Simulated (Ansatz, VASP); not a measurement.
## Ba2Cu: VASP beside Ansatz

```
Ba Cu
1.0
     5.70026    0.00000    0.00000
    -2.85013    4.93657    0.00000
     0.00000    0.00000    3.60760
Ba Cu
2 1
Direct
  0.33333 0.66667 0.50000
  0.66667 0.33333 0.50000
  0.00000 0.00000 0.00000
```

Alike in both runs: functional PBE; k mesh 6 × 6 × 6; occupations gaussian, width 0.1 eV; no spin polarisation.

Ansatz relaxed the structure, and its values are those at the end. VASP's run is a single point on that final structure, the one shown.

|  | VASP | Ansatz |
| --- | --- | --- |
| version | VASP 6.6.1 | Ansatz 0.2.0 |
| potentials or method | VASP PAW PBE potentials, release 64 (Ba_sv, Cu), cutoff 520 eV | scalar-relativistic, plane waves, PAW |
| valence electrons in the cell | 31 | 39 |

```csv
,VASP,Ansatz,Ansatz less VASP
gap on the k mesh at the Fermi level (eV),none,none,-
pressure (GPa),1.0,0.3,-0.72
```

A gap of «none» marks a metal or a gap that the smearing closes. The functional is the same, so the differences come from potentials, cutoffs and numerics. VASP's potentials hold 31 valence electrons a cell and Ansatz's 39, so a difference there can come from the potentials and not from the codes.

Neither program's run includes spin-orbit coupling.
